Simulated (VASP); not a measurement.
# Tl3As2 (R-3c) in VASP: further runs

The runs below take Tl3As2 through single point, with PBE.

All numbers are computed with VASP 6.6.1; they aren't measurements. Logs are shortened: lines on timing, memory, paths and dates and some standing lists are left out, and cuts for length are marked.

### Step 1. The cell of the first run

It takes space group R-3c (No. 167, trigonal). The conventional cell has a = 6.931 Å, b = 6.931 Å, c = 18.923 Å, α = 90.00°, β = 90.00°, γ = 120.00°. Within 4.0 Å of Tl (site symmetry 2) lie 4 As at 2.70 to 2.87 Å and 8 Tl at 3.68 to 3.97 Å. As (site symmetry 3) has 6 Tl at 2.70 to 2.87 Å within 3.6 Å.

### Step 2. Single point, PBE

The input, INCAR:

```
SYSTEM = Tl3As2
PREC     = Accurate       ! precision mode
ENCUT    = 520            ! plane-wave cutoff, eV
EDIFF    = 1E-6           ! SCF threshold, eV
ISMEAR   = 0              ! smearing method
SIGMA    = 0.1            ! smearing width, eV
LREAL    = .FALSE.        ! projectors in reciprocal space
LASPH    = .TRUE.         ! aspherical terms in the spheres
NELM     = 60             ! most SCF steps
ALGO     = Fast           ! electronic algorithm
ISIF     = 2              ! what is computed and relaxed
LWAVE    = .FALSE.        ! write WAVECAR
LCHARG   = .TRUE.         ! write CHGCAR
GGA      = PE             ! functional
LELF     = .TRUE.         ! ELF
LVHAR    = .TRUE.       
NBANDS   = 60             ! bands
```

The input, KPOINTS:

```
Automatic mesh
0
G
  3 3 3
  0 0 0
```

The input, POSCAR:

```
Tl3As2
1.0
    3.4653837111      2.0007402184      6.3075187530
   -3.4653837111      2.0007402184      6.3075187530
    0.0000000000     -4.0014804370      6.3075187530
Tl As
6 4
Direct
    0.0562500000      0.4437500000      0.7500000000
    0.7500000000      0.0562500000      0.4437500000
    0.4437500000      0.7500000000      0.0562500000
    0.9437500000      0.5562500000      0.2500000000
    0.2500000000      0.9437500000      0.5562500000
    0.5562500000      0.2500000000      0.9437500000
    0.8521800000      0.8521800000      0.8521800000
    0.6478200000      0.6478200000      0.6478200000
    0.1478200000      0.1478200000      0.1478200000
    0.3521800000      0.3521800000      0.3521800000
```

Potentials or basis: VASP PAW PBE potentials, release 64 (Tl_d, As).

On the command line:

```console
> cat potpaw_PBE.64/Tl_d/POTCAR potpaw_PBE.64/As/POTCAR > POTCAR
> mpirun -np 1 vasp_std > vasp.out
```

OUTCAR:

```text
SYSTEM = Tl3As2
   PREC = Accurate
   ENCUT = 520
   EDIFF = 1E-6
   ISMEAR = 0
   LREAL = .FALSE.
   LASPH = .TRUE.
   NELM = 60
   ISIF = 2
   GGA = PE

 ion  position               nearest neighbor table
   1  0.056  0.444  0.750-   9 2.70  10 2.70   7 2.87   8 2.87   2 3.68   3 3.68   4 3.82   4 3.82
                             5 3.97   6 3.97   6 3.97   5 3.97
   2  0.750  0.056  0.444-  10 2.70   9 2.70   8 2.87   7 2.87   1 3.68   3 3.68   5 3.82   5 3.82
                             4 3.97   4 3.97   6 3.97   6 3.97
   3  0.444  0.750  0.056-   9 2.70  10 2.70   7 2.87   8 2.87   1 3.68   2 3.68   6 3.82   6 3.82
                             4 3.97   4 3.97   5 3.97   5 3.97
   4  0.944  0.556  0.250-   7 2.70   8 2.70   9 2.87  10 2.87   6 3.68   5 3.68   1 3.82   1 3.82
                             2 3.97   3 3.97   2 3.97   3 3.97
   5  0.250  0.944  0.556-   8 2.70   7 2.70  10 2.87   9 2.87   4 3.68   6 3.68   2 3.82   2 3.82
                             1 3.97   1 3.97   3 3.97   3 3.97
   6  0.556  0.250  0.944-   7 2.70   8 2.70   9 2.87  10 2.87   4 3.68   5 3.68   3 3.82   3 3.82
                             1 3.97   1 3.97   2 3.97   2 3.97
   7  0.852  0.852  0.852-   6 2.70   5 2.70   4 2.70   3 2.87   1 2.87   2 2.87
   8  0.648  0.648  0.648-   5 2.70   6 2.70   4 2.70   2 2.87   1 2.87   3 2.87
   9  0.148  0.148  0.148-   3 2.70   2 2.70   1 2.70   6 2.87   4 2.87   5 2.87
  10  0.352  0.352  0.352-   2 2.70   3 2.70   1 2.70   5 2.87   4 2.87   6 2.87

  LATTYP: Found a trigonal (rhomboedric) cell.
 ALAT       =     7.4697147540
 COS(alpha) =     0.5695481095

  Lattice vectors:

 A1 = (   3.4653837111,   2.0007402184,   6.3075187530)
 A2 = (  -3.4653837111,   2.0007402184,   6.3075187530)
 A3 = (   0.0000000000,  -4.0014804370,   6.3075187530)

Analysis of symmetry for initial positions (statically):
=====================================================================
 Subroutine PRICEL returns:
 Original cell was already a primitive cell.

 Routine SETGRP: Setting up the symmetry group for a
 trigonal (rhombohedral) supercell.

 Subroutine GETGRP returns: Found 12 space group operations
 (whereof  6 operations were pure point group operations)
 out of a pool of 12 trial point group operations.

The static configuration has the point symmetry S_6 .
 The point group associated with its full space group is D_3d.

Analysis of symmetry for dynamics (positions and initial velocities):
=====================================================================
 Subroutine PRICEL returns:
 Original cell was already a primitive cell.

 Routine SETGRP: Setting up the symmetry group for a
 trigonal (rhombohedral) supercell.

 Subroutine GETGRP returns: Found 12 space group operations
 (whereof  6 operations were pure point group operations)
 out of a pool of 12 trial point group operations.

The dynamic configuration has the point symmetry S_6 .
 The point group associated with its full space group is D_3d.

 Subroutine INISYM returns: Found 12 space group operations
 (whereof  6 operations are pure point group operations),
 and found     1 'primitive' translations

----------------------------------------------------------------------------------------

                                     Primitive cell

  volume of cell :     262.3928

  direct lattice vectors                    reciprocal lattice vectors
     3.465383711  2.000740218  6.307518753     0.144284166  0.083302502  0.052846983
    -3.465383711  2.000740218  6.307518753    -0.144284166  0.083302502  0.052846983
     0.000000000 -4.001480437  6.307518753     0.000000000 -0.166605005  0.052846983

  length of vectors
     7.469714754  7.469714754  7.469714754     0.174785672  0.174785672  0.174785672

  position of ions in fractional coordinates (direct lattice)
     0.056250000  0.443750000  0.750000000
     0.750000000  0.056250000  0.443750000
     0.443750000  0.750000000  0.056250000
     0.943750000  0.556250000  0.250000000
     0.250000000  0.943750000  0.556250000
     0.556250000  0.250000000  0.943750000
     0.852180000  0.852180000  0.852180000
     0.647820000  0.647820000  0.647820000
     0.147820000  0.147820000  0.147820000
     0.352180000  0.352180000  0.352180000

  ion indices of the primitive-cell ions
   primitive index   ion index
                 1           1
                 2           2
                 3           3
                 4           4
                 5           5
                 6           6
                 7           7
                 8           8
                 9           9
                10          10

----------------------------------------------------------------------------------------

 KPOINTS: Automatic mesh

Automatic generation of k-mesh.
 Grid dimensions read from file:
 generate k-points for:    3    3    3

 Generating k-lattice:

  Cartesian coordinates                     Fractional coordinates (reciprocal lattice)
     0.048094722  0.027767501  0.017615661     0.333333333 -0.000000000  0.000000000
    -0.048094722  0.027767501  0.017615661    -0.000000000  0.333333333  0.000000000
     0.000000000 -0.055535002  0.017615661     0.000000000  0.000000000  0.333333333

  Length of vectors
     0.058261891  0.058261891  0.058261891

  Shift w.r.t. Gamma in fractional coordinates (k-lattice)
     0.000000000  0.000000000  0.000000000

 Subroutine IBZKPT returns following result:
 ===========================================

 Found      6 irreducible k-points:

 Following reciprocal coordinates:
            Coordinates               Weight
  0.000000  0.000000  0.000000      1.000000
  0.333333  0.000000  0.000000      6.000000
  0.333333  0.333333  0.000000      6.000000
 -0.333333  0.333333  0.000000      6.000000
  0.333333  0.333333  0.333333      2.000000
 -0.333333  0.333333  0.333333      6.000000
   k-points           NKPTS =      6   k-points in BZ     NKDIM =      6   number of bands    NBANDS=     60
   number of dos      NEDOS =    301   number of ions     NIONS =     10
   total plane-waves  NPLWV = 175616
   dimension x,y,z NGX =    56 NGY =   56 NGZ =   56
   dimension x,y,z NGXF=   112 NGYF=  112 NGZF=  112
   ions per type =               6   4
   NGX,Y,Z   is equivalent  to a cutoff of  12.46, 12.46, 12.46 a.u.
   NGXF,Y,Z  is equivalent  to a cutoff of  24.93, 24.93, 24.93 a.u.
 SYSTEM =  Tl3As2
   PREC   = accura    normal or accurate (medium, high low for compatibility)
   ISTART =      0    job   : 0-new  1-cont  2-samecut
   ICHARG =      2    charge: 1-file 2-atom 10-const
   ISPIN  =      1    spin polarized calculation?
   LNONCOLLINEAR =      F non collinear calculations
   LSORBIT =      F    spin-orbit coupling
   LASPH  =      T    aspherical Exc in radial PAW
   ENCUT  =  520.0 eV  38.22 Ry    6.18 a.u.  13.89 13.89 13.89*2*pi/ulx,y,z
   NELM   =     60;   NELMIN=  2; NELMDL= -5     # of ELM steps
   EDIFF  = 0.1E-05   stopping-criterion for ELM
   LREAL  =      F    real-space projection
   EDIFFG = 0.1E-04   stopping-criterion for IOM
   NSW    =      0    number of steps for IOM
   IBRION =     -1    ionic relax: 0-MD 1-quasi-New 2-CG
   NFREE  =      0    steps in history (QN), initial steepest desc. (CG)
   ISIF   =      2    stress and relaxation
   ISYM   =      2    0-nonsym 1-usesym 2-fastsym
   POTIM  = 0.5000    time-step for ionic-motion
   TEBEG  =    0.0;   TEEND  =   0.0 temperature during run
   PSTRESS=    0.0 pullay stress
   NELECT =      98.0000    total number of electrons
   NUPDOWN=      -1.0000    fix difference up-down
   EMIN   =  10.00;   EMAX   =-10.00  energy-range for DOS
   EFERMI =   0.00;   METHOD = LEGACY
   ISMEAR =     0;   SIGMA  =   0.10  broadening in eV -4-tet -1-fermi 0-gaus
   EFERMI_NEDOS =   21; number of points for ismear=-14 and -15
   IALGO  =     68    algorithm
   IMIX   =      4    mixing-type and parameters
     AMIX     =   0.40;   BMIX     =  1.00
     AMIX_MAG =   1.60;   BMIX_MAG =  1.00
  volume/ion in A,a.u.               =      26.24       177.07
  Fermi-wavevector in a.u.,A,eV,Ry     =   1.178961  2.227914 18.911417  1.389950
  Thomas-Fermi vector in A             =   2.315281
   LORBIT       =      0    0 simple, 1 ext, 2 COOP (PROOUT), +10 PAW based schemes
   GGA     = PE    functional components
   LHFCALC =     F    Hartree Fock is set to
   AEXX    =    0.0000 exact exchange contribution
   IVDW    =     0    specifies the selected vdW correction
   LEPSILON=     F    determine dielectric tensor
   LRPA    =     F    only Hartree local field effects (RPA)
 non-spin polarized calculation
 RMM-DIIS sequential band-by-band and
 Gauss-broadening in eV      SIGMA  =   0.10
  energy-cutoff  :      520.00
  volume of cell :      262.39
 maximum number of plane-waves:      7075
   NGX = 27   NGY = 27   NGZ = 27

 number of electron      98.0000003 magnetization

 Free energy of the ion-electron system (eV)
  ---------------------------------------------------
  ext. energy  EPLUGINS =         0.00000000
  ---------------------------------------------------
  free energy    TOTEN  =       -29.45670943 eV

  energy without entropy =      -29.42939930  energy(sigma->0) =      -29.44305436

 E-fermi :   6.0014     XC(G=0):  -9.8303

 val. band max:        5.9670844704   @ k =  -0.3333   0.3333   0.3333
 cond. band min:       6.0330117268   @ k =   0.3333   0.0000   0.0000
 fundamental gap:      0.0659272564
 Fermi energy:         6.0014108335

 k-point     1 :       0.0000    0.0000    0.0000
  band No.  band energies     occupation
      1      -7.1576      2.00000
      2      -6.8695      2.00000
      3      -6.6155      2.00000
      4      -6.3593      2.00000
      5      -5.8812      2.00000
      6      -5.8812      2.00000
[... 52 lines left out ...]
     59       9.9725      0.00000
     60      10.2458      0.00000

 k-point     2 :       0.3333    0.0000    0.0000
  band No.  band energies     occupation
      1      -6.9439      2.00000
      2      -6.8243      2.00000
      3      -6.7044      2.00000
      4      -6.5709      2.00000
      5      -5.8511      2.00000
      6      -5.8401      2.00000
[... 52 lines left out ...]
     59       9.8671      0.00000
     60      10.2249      0.00000

 k-point     3 :       0.3333    0.3333    0.0000
  band No.  band energies     occupation
      1      -6.9220      2.00000
      2      -6.8244      2.00000
      3      -6.6879      2.00000
      4      -6.5742      2.00000
      5      -5.8730      2.00000
      6      -5.8402      2.00000
[... 52 lines left out ...]
     59       9.9479      0.00000
     60      10.1842      0.00000

 k-point     4 :      -0.3333    0.3333    0.0000
  band No.  band energies     occupation
      1      -6.7781      2.00000
      2      -6.7587      2.00000
      3      -6.7526      2.00000
      4      -6.7358      2.00000
      5      -5.8595      2.00000
      6      -5.8359      2.00000
[... 52 lines left out ...]
     59       9.9483      0.00000
     60      10.1115      0.00000

 k-point     5 :       0.3333    0.3333    0.3333
  band No.  band energies     occupation
      1      -6.9651      2.00000
      2      -6.7896      2.00000
      3      -6.7173      2.00000
      4      -6.5044      2.00000
      5      -5.8697      2.00000
      6      -5.8697      2.00000
[... 52 lines left out ...]
     59      10.6857      0.00000
     60      10.6861      0.00000

 k-point     6 :      -0.3333    0.3333    0.3333
  band No.  band energies     occupation
      1      -6.7886      2.00000
      2      -6.7776      2.00000
      3      -6.7249      2.00000
      4      -6.7024      2.00000
      5      -5.8548      2.00000
      6      -5.8236      2.00000
[... 52 lines left out ...]
     59       9.8248      0.00000
     60      10.0145      0.00000

------------------------ aborting loop because EDIFF is reached ----------------------------------------

  FORCE on cell =-STRESS in cart. coord.  units (eV):
  Direction    XX          YY          ZZ          XY          YZ          ZX
  --------------------------------------------------------------------------------------
  -------------------------------------------------------------------------------------
  Total       17.3632961     17.3632961     13.8962326     -0.0000000     -0.0000000      0.0000000
  in kB      106.0207620    106.0207620     84.8507772     -0.0000000     -0.0000000      0.0000000
  external PRESSURE =      98.9641004 kB  Pullay stress =       0.0000000 kB

 VOLUME and BASIS-vectors are now :
 -----------------------------------------------------------------------------
  energy-cutoff  :      520.00
  volume of cell :      262.39
      direct lattice vectors                 reciprocal lattice vectors
     3.465383711  2.000740218  6.307518753     0.144284166  0.083302502  0.052846983
    -3.465383711  2.000740218  6.307518753    -0.144284166  0.083302502  0.052846983
     0.000000000 -4.001480437  6.307518753     0.000000000 -0.166605005  0.052846983

 POSITION                                       TOTAL-FORCE (eV/Angst)
 -----------------------------------------------------------------------------------
     -1.34284     -2.00074      7.88440        -0.074457      0.000000     -0.000000
      2.40411     -0.16256      7.88440         0.037229     -0.064482     -0.000000
     -1.06127      2.16330      7.88440         0.037229      0.064482     -0.000000
      1.34284      2.00074     11.03816         0.074457      0.000000     -0.000000
     -2.40411      0.16256     11.03816        -0.037229      0.064482     -0.000000
      1.06127     -2.16330     11.03816        -0.037229     -0.064482     -0.000000
      0.00000     -0.00000     16.12542        -0.000000      0.000000     -0.049468
      0.00000     -0.00000     12.25841        -0.000000     -0.000000      0.049468
      0.00000     -0.00000      2.79713        -0.000000     -0.000000      0.049468
      0.00000     -0.00000      6.66415        -0.000000      0.000000     -0.049468
 -----------------------------------------------------------------------------------
    total drift:                                0.000000     -0.000000     -0.000000

  FREE ENERGIE OF THE ION-ELECTRON SYSTEM (eV)
  ---------------------------------------------------
  free  energy   TOTEN  =       -29.4567094263 eV

  energy  without entropy=      -29.4293993036  energy(sigma->0) =      -29.44305436
```

It took 5.4 min on 1 thread of Intel Xeon 8259CL, shared host; peak memory 0.45 GiB.

Results:

| Property | Result |
| --- | --- |
| Free energy | -29.4567 eV |
| Pressure | 9.9 GPa |
| Largest force | 0.074 eV/Å |
| Band gap on the k mesh | zero (bands 49 and 50 overlap by 0.16 eV) |

Forces in eV/Å, atoms in the order of the input:
```
Tl  -0.074  0.000  0.000
Tl   0.037 -0.064  0.000
Tl   0.037  0.064  0.000
Tl   0.074  0.000  0.000
Tl  -0.037  0.064  0.000
Tl  -0.037 -0.064  0.000
As   0.000  0.000 -0.049
As   0.000  0.000  0.049
As   0.000  0.000  0.049
As   0.000  0.000 -0.049
```

Stress tensor (GPa, compression positive):
```
10.60  0.00  0.00
 0.00 10.60  0.00
 0.00  0.00  8.49
```

Caveat: the k points lie up to 0.37 Å⁻¹ apart; spin-orbit coupling is left out, which moves the levels of the heavy elements.

### Step 3. Single point, PBE

This run uses another cell than the first one, of 31.34 Å³/atom.

The input, INCAR:

```
ALGO = Fast ; EDIFF = 1E-6
ENCUT = 520 ; GGA = PE
ISIF = 2 ; ISMEAR = 0
LASPH = T ; LCHARG = F
LREAL = F ; LWAVE = F
NBANDS = 60 ; NELM = 80
PREC = Accurate ; SIGMA = 0.1
```

The input, KPOINTS:

```
k-points
0
Gamma
  3 3 3
```

The input, POSCAR:

```
Tl3As2
1.0
    3.7961546296      2.1917108972      6.2785712484
   -3.7961546296      2.1917108972      6.2785712484
    0.0000000000     -4.3834217946      6.2785712483
Tl As
6 4
Direct
    0.0412066014      0.4587933986      0.7500000000
    0.7500000000      0.0412066014      0.4587933986
    0.4587933986      0.7500000000      0.0412066014
    0.9587933986      0.5412066014      0.2500000000
    0.2500000000      0.9587933986      0.5412066014
    0.5412066014      0.2500000000      0.9587933986
    0.8605087296      0.8605087296      0.8605087296
    0.6394912704      0.6394912704      0.6394912704
    0.1394912704      0.1394912704      0.1394912704
    0.3605087296      0.3605087296      0.3605087296
```

Potentials or basis: VASP PAW PBE potentials, release 64 (Tl_d, As).

On the command line:

```console
> cat potpaw_PBE.64/Tl_d/POTCAR potpaw_PBE.64/As/POTCAR > POTCAR
> mpirun -np 1 vasp_std > vasp.out
```

Run time: 6.2 min. Hardware: 1 thread of Intel Xeon 8259CL, shared host; peak memory 0.53 GiB.

Results (log left out):

* Free energy: -31.0084 eV
* Pressure: 0.1 GPa
* Band gap on the k mesh: zero (bands 49 and 50 overlap by 0.24 eV)

Levels at points of the mesh, in eV from the Fermi level:
| k point | band 46 | band 47 | band 48 | band 49 | band 50 | band 51 | band 52 | band 53 |
| --- | --- | --- | --- | --- | --- | --- | --- | --- |
| (0.00, 0.00, 0.00) | -1.91 | -0.62 | -0.60 | -0.60 | 1.72 | 1.80 | 1.80 | 2.85 |

Caveat: spin-orbit coupling is left out, which moves the levels of the heavy elements.

[end of part 1 of 2]

The gap in the log of VASP goes by the Fermi energy; the results here count the filled bands.